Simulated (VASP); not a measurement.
MgRh, 2 atoms in the cell. Symmetry: P4mm, No. 99, tetragonal system. The conventional cell has a = 3.099 Å, b = 3.099 Å, c = 3.099 Å, α = 90.00°, β = 90.00°, γ = 90.00°. Mg (site symmetry 4mm) has 8 Rh at 2.58 to 2.80 Å and 6 Mg at 3.10 Å within 3.4 Å. Rh (site symmetry 4mm) has 8 Mg at 2.58 to 2.80 Å and 6 Rh at 3.10 Å within 3.4 Å.  This cell differs from its parent crystal: all Mg atoms moved +0.188 Å, as atom 1 along Cartesian [0 0 1].

| Property | Result |
| --- | --- |
| Program | VASP 6.6.1 |
| Task | single point |
| Functional | r2SCAN |
| Potentials or basis | VASP PAW PBE potentials, release 64 (Mg, Rh_pv) |
| Cutoff | 520 eV |
| k mesh | 16 × 16 × 16 |
| Occupations | gaussian, width 0.15 eV |
| Spin | no spin polarisation |
| Dipole correction | no |
| Further INCAR settings | ALGO = Normal; EDIFF = 1e-07; NBANDS = 16 |

Potentials or basis: VASP PAW PBE potentials, release 64 (Mg, Rh_pv).

Run with:

```console
$ cat potpaw_PBE.64/Mg/POTCAR potpaw_PBE.64/Rh_pv/POTCAR > POTCAR
$ cp INCAR.step1 INCAR
$ mpirun -np 1 vasp_std > vasp.out
$ cp INCAR.step2 INCAR
$ mpirun -np 1 vasp_std > vasp.out
```

Hardware: 1 thread of Intel(R) Xeon(R) Platinum 8488C (Sapphire Rapids) (shared host).

Task: How long does it take, and how much memory?

Result: Wall time 4.3 min on 1 thread of Intel(R) Xeon(R) Platinum 8488C (Sapphire Rapids), with other jobs on the host, peak memory 0.31 GiB. Counts: k points 405.
